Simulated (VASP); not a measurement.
Here is a VASP 6.6.1 calculation.

INCAR

```
PREC = Accurate
ENCUT = 520
EDIFF = 1E-6
ISMEAR = 0
SIGMA = 0.15
LREAL = F
LASPH = T
NELM = 100
ALGO = Fast
ISIF = 2
LWAVE = F
LCHARG = F
GGA = PE
NBANDS = 12
```

File KPOINTS:

```
regular mesh
0
Gamma
  24 24 24
```

File POSCAR:

```
Cu
1.0
   -1.4869716262      1.4869716262      1.5736620720
    1.4869716262     -1.4869716262      1.5736620720
    1.4869716262      1.4869716262     -1.5736620720
Cu
1
Direct
    0.0000000000      0.0000000000      0.0000000000
```

Potentials or basis: VASP PAW PBE potentials, release 64 (Cu).

Launch:

```sh
$ cat potpaw_PBE.64/Cu/POTCAR > POTCAR
$ mpirun -np 1 vasp_std > vasp.out
```

Problem. What does it give for the pressure?

Solution. -13.2 GPa.

Stress tensor (GPa, compression positive):
```
-13.47   0.00   0.00
  0.00 -13.47   0.00
  0.00   0.00 -12.56
```
